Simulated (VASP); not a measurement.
Write the native input for VASP 6.6.1 that does the following.

```yaml
Task: single point
Functional: r2SCAN
Potentials_or_basis: VASP PAW PBE potentials, release 64 (Sn_d, Se)
Cutoff: 520 eV
k_mesh: 6 × 6 × 4
Occupations: gaussian, width 0.05 eV
Spin: no spin polarisation
Dipole_correction: no
Further_INCAR_settings: ALGO = Normal; EDIFF = 1e-06; NBANDS = 28
```

The system is SnSe, a slab with vacuum.

```
Sn Se
1.0
     4.28609    0.00000    0.00000
     0.00000    4.28609    0.00000
     0.00000    0.00000   10.98985
Sn Se
2 2
Direct
  0.50000 0.00000 0.37139
  0.00000 0.50000 0.62861
  0.50000 0.00000 0.63329
  0.00000 0.50000 0.38491
```

This cell differs from its parent crystal: atom 3 (Se) moved -0.200 Å towards its neighbour atom 1 (Sn) at 2.678 Å.

One way to write it, as run:

POSCAR

```
SnSe
1.0
    4.2860948229      0.0000000000      0.0000000000
    0.0000000000      4.2860948229      0.0000000000
    0.0000000000      0.0000000000     10.9898489716
Sn Se
2 2
Direct
    0.5000000000      0.0000000000      0.3713940265
    0.0000000000      0.5000000000      0.6286059735
    0.5000000000      0.0000000000      0.6332864947
    0.0000000000      0.5000000000      0.3849121175
```

INCAR.step1

```
SYSTEM = SnSe
ALGO = Normal
EDIFF = 1E-4
ENCUT = 520
GGA = PE
ISMEAR = 0
LASPH = .TRUE.
LCHARG = .FALSE.
LREAL = .FALSE.
LWAVE = .TRUE.
NBANDS = 28
NELM = 80
PREC = Accurate
SIGMA = 0.05
```

INCAR.step2

```
SYSTEM = SnSe
ALGO = Normal
EDIFF = 1E-6
ENCUT = 520
ISIF = 2
ISMEAR = 0
ISTART = 1
LASPH = .TRUE.
LCHARG = .TRUE.
LELF = .TRUE.
LMIXTAU = .TRUE.
LREAL = .FALSE.
LVHAR = .TRUE.
LWAVE = .FALSE.
METAGGA = R2SCAN
NBANDS = 28
NELM = 80
PREC = Accurate
SIGMA = 0.05
```

KPOINTS

```
k-points
0
G
  6 6 4
  0 0 0
```

Potentials or basis: VASP PAW PBE potentials, release 64 (Sn_d, Se).

Command:

```bash
$ cat potpaw_PBE.64/Sn_d/POTCAR potpaw_PBE.64/Se/POTCAR > POTCAR
$ cp INCAR.step1 INCAR
$ mpirun -np 1 vasp_std > vasp.out
$ cp INCAR.step2 INCAR
$ mpirun -np 1 vasp_std > vasp.out
```

Results of the run:

```
Largest force          : 0.889 eV/Å
Band gap on the k mesh : 1.29 eV
```

Caveat: the cell differs from its parent crystal (atom 3 (Se) moved -0.200 Å towards its neighbour atom 1 (Sn) at 2.678 Å); there is no dipole correction, which matters where the two faces differ; the PAW data sets were made with another functional, which shifts forces and pressure a little; spin-orbit coupling is left out, which moves the levels of the heavy elements.

It took 4.8 min on 1 thread of Intel(R) Xeon(R) Platinum 8488C (Sapphire Rapids), on a shared host, peak memory 0.4 GiB.
